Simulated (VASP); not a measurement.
Here is a VASP 6.6.1 calculation.

File INCAR:

```
  PREC = Accurate
  ENCUT = 520
  EDIFF = 1E-6
  ISMEAR = 0
  SIGMA = 0.01
  LREAL = Auto
  LASPH = T
  NELM = 120
  ALGO = Normal
  ISIF = 2
  LWAVE = F
  LCHARG = T
  GGA = PE
  LELF = T
  LVHAR = T
  NBANDS = 86
  NELECT = 132.0
  GGA_COMPAT = F
  ISYM = -1
```

The input KPOINTS:

```
explicit points
1
Reciprocal
  0.25000000   0.25000000   0.25000000 1
```

The input POSCAR:

```
Al15CuN15
1.0
    6.2595139128      0.0000000578      0.0000000000
   -3.1297570064      5.4208980350      0.0000000000
    0.0000000000      0.0000000000     10.0348065929
Al Cu N
15 1 15
Direct
    0.3257066616      0.1733839557      0.2566025819
    0.3330454493      0.1663349331      0.7488085694
    0.1647958855      0.3348005623      0.9966990996
    0.3307012011      0.6681815240      0.2547618791
    0.1617361012      0.8297149595      0.5007908135
    0.3312011685      0.6596770365      0.7465175008
    0.1662315552      0.8356577328      1.0020197992
    0.8310308240      0.1684805502      0.2546705499
    0.6692029919      0.3376029023      0.5005195779
    0.8389371702      0.1678966468      0.7463853271
    0.6637567698      0.3332696669      1.0018704968
    0.8294933160      0.6689718882      0.2528261031
    0.6633634422      0.8366212755      0.4997526618
    0.8326866663      0.6670352424      0.7502498702
    0.6643553248      0.8353355575      1.0000815637
    0.2142778382      0.2863778134      0.4844772032
    0.1630031049      0.3366668564      0.1862567178
    0.3320401187      0.1675127386      0.9412251361
    0.1699927478      0.3279251852      0.6972083247
    0.3358193516      0.6791881439      0.4394000895
    0.1643996097      0.8365946601      0.1928698608
    0.3309101728      0.6712638110      0.9397490043
    0.1674502339      0.8304065421      0.6909660445
    0.8201075702      0.1637628778      0.4392664975
    0.6615362199      0.3333595519      0.1928803450
    0.8286976410      0.1689849766      0.9396832147
    0.6694080175      0.3327368281      0.6908132102
    0.8308625267      0.6688183824      0.4414990587
    0.6652272066      0.8336665208      0.1890975488
    0.8309884822      0.6686404241      0.9411242996
    0.6676434871      0.8313286127      0.6914993475
```

Potentials or basis: VASP PAW PBE potentials, release 64 (Al, Cu, N).

Run with:

```sh
$ cat potpaw_PBE.64/Al/POTCAR potpaw_PBE.64/Cu/POTCAR potpaw_PBE.64/N/POTCAR > POTCAR
$ mpirun -np 1 vasp_std > vasp.out
```

Q: Predict the largest force.

A: 0.037 eV/Å.

Forces in eV/Å, atoms in the order of the input:
```
Al   0.015 -0.006 -0.021
Al  -0.004  0.003  0.011
Al  -0.002  0.000 -0.008
Al  -0.006 -0.001  0.008
Al   0.008 -0.027  0.003
Al   0.004 -0.004 -0.006
Al   0.004  0.004  0.004
Al  -0.006 -0.001  0.003
Al   0.035  0.009  0.004
Al   0.011 -0.004 -0.001
Al  -0.001 -0.003  0.004
Al  -0.002 -0.002  0.007
Al   0.000 -0.004  0.001
Al  -0.002  0.007  0.002
Al  -0.004  0.001  0.006
Cu  -0.004  0.002  0.003
N   -0.001  0.003  0.004
N    0.002 -0.001  0.001
N    0.000 -0.002  0.015
N   -0.001  0.022 -0.014
N   -0.001 -0.003 -0.006
N   -0.001 -0.001 -0.001
N   -0.004  0.008  0.006
N   -0.021 -0.007 -0.011
N    0.003  0.004 -0.005
N    0.001  0.002  0.000
N   -0.014 -0.003  0.003
N   -0.013  0.004  0.000
N    0.002  0.003 -0.011
N    0.003 -0.002 -0.003
N   -0.001  0.001  0.000
```

Caveat: the cell carries a net charge on a neutralising background, which shifts energy and pressure.
